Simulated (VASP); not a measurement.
A run of VASP 6.6.1 is set up as follows.

Contents of INCAR:

```
SYSTEM = SiMo3
  ALGO = Fast
  EDIFF = 1E-6
  ENCUT = 520
  GGA = PS
  ISIF = 2
  ISMEAR = 0
  LASPH = .True.
  LCHARG = .False.
  LREAL = .False.
  LWAVE = .False.
  NBANDS = 56
  NELM = 100
  PREC = Accurate
  SIGMA = 0.15
```

The input KPOINTS:

```
k-points
0
Gamma
  8 8 8
  0 0 0
```

Contents of POSCAR:

```
SiMo3
1.0
    5.2505119811      0.0000000000      0.0000000000
    0.0000000000      5.2505119811      0.0000000000
    0.0000000000      0.0000000000      4.8615851677
Si Mo
2 6
Direct
    0.0000000000      0.0000000000      0.0000000000
    0.5000000000      0.5000000000      0.5000000000
    0.2500000000      0.0000000000      0.5000000000
    0.5000000000      0.7500000000      0.0000000000
    0.7500000000      0.0000000000      0.5000000000
    0.5000000000      0.2500000000      0.0000000000
    0.0000000000      0.5000000000      0.7500000000
    0.0000000000      0.5000000000      0.2500000000
```

Potentials or basis: VASP PAW PBE potentials, release 64 (Si, Mo_sv).

Launch:

```sh
$ cat potpaw_PBE.64/Si/POTCAR potpaw_PBE.64/Mo_sv/POTCAR > POTCAR
$ mpirun -np 1 vasp_std > vasp.out
```

Problem. Estimate the largest force.

Solution. 0.078 eV/Å.

Problem. What does it give for the band gap on the k mesh?

Solution. Zero (band 46 reaches 11.51 eV, above the bottom of band 47 at 9.72 eV).

Problem. Estimate the pressure.

Solution. -27.8 GPa.

Forces in eV/Å, atoms in the order of the input:
```
Si   0.000  0.000  0.000
Si   0.000  0.000  0.000
Mo  -0.078  0.000  0.000
Mo   0.000 -0.078  0.000
Mo   0.078  0.000  0.000
Mo   0.000  0.078  0.000
Mo   0.000  0.000  0.000
Mo   0.000  0.000  0.000
```

Caveat: the cell differs from its parent crystal (strain +0.080 along x and y, +0.000 along z); the PAW data sets were made with another functional, which shifts forces and pressure a little.
